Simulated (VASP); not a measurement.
Ti:

```
Ti
1.0
    -1.67519    1.67519    1.67519
     1.67519   -1.67519    1.67519
     1.67519    1.67519   -1.67519
Ti
1
Cartesian
  0.0000 0.0000 0.0000
```

This isn't the form of Ti at room conditions, which is hcp.

Base run:

```yaml
Program: VASP 6.6.1
Functional: PBE
Potentials_or_basis: VASP PAW PBE potentials, release 64 (Ti_sv)
Cutoff: 520 eV
k_mesh: 22 × 22 × 22
Occupations: gaussian, width 0.15 eV
Spin: collinear spin
Starting_moments: "[0.2] μB"
Fixed_moment: 0.2 μB
```

Its results: pressure -7.9 GPa; site moments Ti +0.14 μB.

**Question.** The run is repeated on the same cell with these changes: fixed moment from 0.2 μB to 1 μB; moments at the start from [0.2] to [1.0]. What comes out?

**Answer.** Pressure -6.2 GPa; site moments Ti +0.69 μB.

Caveats: the cell stands under tension; the total moment is fixed, so each spin has its own Fermi level and the state may be an excited one.
